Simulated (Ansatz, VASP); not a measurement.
## One calculation of C, two programs

POSCAR

```
C
1.0
   -2.4558330623      0.0000000000      0.0000000000
   -1.2279165312     -2.1268138194      0.0000000000
    0.0000000000      0.0000000000     11.5572328611
C
6
Direct
    0.6666666667      0.6666666667      0.1522083175
    1.0000000000      1.0000000000      0.7611910494
    0.3333333333      0.3333333333      0.4566996835
    0.6666666667      0.6666666667      0.7612353312
    1.0000000000      0.0000000000      0.4567439652
    0.3333333333      0.3333333333      0.1522525993
```

INCAR.step1

```
SYSTEM = C
PREC     = Accurate       ! precision mode
ENCUT    = 520            ! plane-wave cutoff, eV
ISMEAR   = 0              ! smearing method
SIGMA    = 0.05           ! smearing width, eV
LREAL    = .FALSE.        ! projectors in reciprocal space
LASPH    = .TRUE.         ! aspherical terms in the spheres
NELM     = 80             ! most SCF steps
NBANDS   = 21             ! bands
GGA      = PE             ! functional
ALGO     = Normal         ! electronic algorithm
EDIFF    = 1E-4           ! SCF threshold, eV
LWAVE    = .TRUE.         ! write WAVECAR
LCHARG   = .FALSE.        ! write CHGCAR
```

INCAR.step2

```
SYSTEM = C
PREC     = Accurate       ! precision mode
ENCUT    = 520            ! plane-wave cutoff, eV
EDIFF    = 1E-6           ! SCF threshold, eV
ISMEAR   = 0              ! smearing method
SIGMA    = 0.05           ! smearing width, eV
LREAL    = .FALSE.        ! projectors in reciprocal space
LASPH    = .TRUE.         ! aspherical terms in the spheres
NELM     = 80             ! most SCF steps
ALGO     = Normal         ! electronic algorithm
ISIF     = 2              ! what is computed and relaxed
LWAVE    = .FALSE.        ! write WAVECAR
LCHARG   = .FALSE.        ! write CHGCAR
METAGGA  = R2SCAN         ! meta-GGA
LMIXTAU  = .TRUE.       
NBANDS   = 21             ! bands
ISTART   = 1
```

Contents of KPOINTS:

```
regular mesh
0
G
  15 15 3
  0 0 0
```

Input for Ansatz:

```yaml
crystal:
  lattice:
    - [-2.4558330623, 0.0, 0.0]
    - [-1.2279165312, -2.1268138194, 0.0]
    - [0.0, 0.0, 11.5572328611]
  atoms:
    - { symbol: C, position: [0.6666666667, 0.6666666667, 0.1522083175] }
    - { symbol: C, position: [1.0, 1.0, 0.7611910494] }
    - { symbol: C, position: [0.3333333333, 0.3333333333, 0.4566996835] }
    - { symbol: C, position: [0.6666666667, 0.6666666667, 0.7612353312] }
    - { symbol: C, position: [1.0, 0.0, 0.4567439652] }
    - { symbol: C, position: [0.3333333333, 0.3333333333, 0.1522525993] }
basis:
  ecutwfc: 500
kpoints:
  mp_grid: { grid: [15, 15, 3] }
hamiltonian:
  xc: r2scan
scf:
  occupations: { method: gaussian, width: 0.05 }
output:
  forces: true
  stress: true
  eigenvalues: true
```

Alike in both runs: task single point; functional r2SCAN; k mesh 15 × 15 × 3; occupations gaussian, width 0.05 eV; no spin polarisation.

|  | VASP | Ansatz |
| --- | --- | --- |
| version | VASP 6.6.1 | Ansatz 0.2.0 |
| potentials or method | VASP PAW PBE potentials, release 64 (C), cutoff 520 eV | scalar-relativistic, plane waves, PAW |
| valence electrons in the cell | 24 | 24 |

VASP gave:

| Item | Value |
| --- | --- |
| gap on the k mesh at the Fermi level (eV) | 0.08 |
| least direct gap on the mesh (eV) | 0.08 |
| pressure (GPa) | 0.6 |
| traceless stress, the component that is largest in VASP (GPa) | -0.92 |
| rms of the force components (eV/Å) | 0.004 |

Question: Estimate Ansatz's values.

Answer: gap on the k mesh at the Fermi level (eV): 0.08; least direct gap on the mesh (eV): 0.08; pressure (GPa): 0.0; traceless stress, the component that is largest in VASP (GPa): -0.24; rms of the force components (eV/Å): 0.005.

VASP's potentials were made for PBE, not for r2SCAN. Atom by atom the forces differ by 0.000 eV/Å (rms over components).
